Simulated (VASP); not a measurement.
Crystal: Ru.

```
Ru
1.0
     2.70580    0.00000    0.00000
    -1.35290    2.34329    0.00000
     0.00000    0.00000    4.28190
Ru
2
Direct
  0.66667 0.33333 0.75000
  0.33333 0.66667 0.25000
```

- Program: VASP 6.6.1
- Task: relaxation of cell and atoms
- Functional: b88 exchange, pbe correlation
- Potentials or basis: VASP PAW PBE potentials, release 64 (Ru_pv)
- Cutoff: 500 eV
- k mesh: 11 × 11 × 6
- Occupations: fermi-dirac, width 0.05 eV
- Spin: no spin polarisation

At the start: pressure 4.3 GPa; volume 13.57 Å³/atom.

Where does the relaxation end?

Over 6 steps the energy falls by 2.4 meV/atom and the volume is 13.76 Å³/atom (+1.3 %); space group P6_3/mmc (No. 194, to 0.1 Å) before and after.

Step by step:
```
step  energy change (eV)  largest force (eV/Å)  pressure (GPa)  volume (Å³)
   1              0.0000                0.0000            4.32        27.15
   2              0.0348                0.0000          -11.15        28.61
   3             -0.0048                0.0000           -0.07        27.52
   4             -0.0048                0.0000            0.02        27.51
   5             -0.0049                0.0000            0.02        27.51
   6             -0.0049                0.0000            0.02        27.51
```

Final structure:
```
Ru
1.0
     2.71877    0.00000    0.00000
    -1.35938    2.35452    0.00000
     0.00000    0.00000    4.29794
Ru
2
Direct
  0.66667 0.33333 0.75000
  0.33333 0.66667 0.25000
```

Caveat: the PAW data sets were made with another functional, which shifts forces and pressure a little.
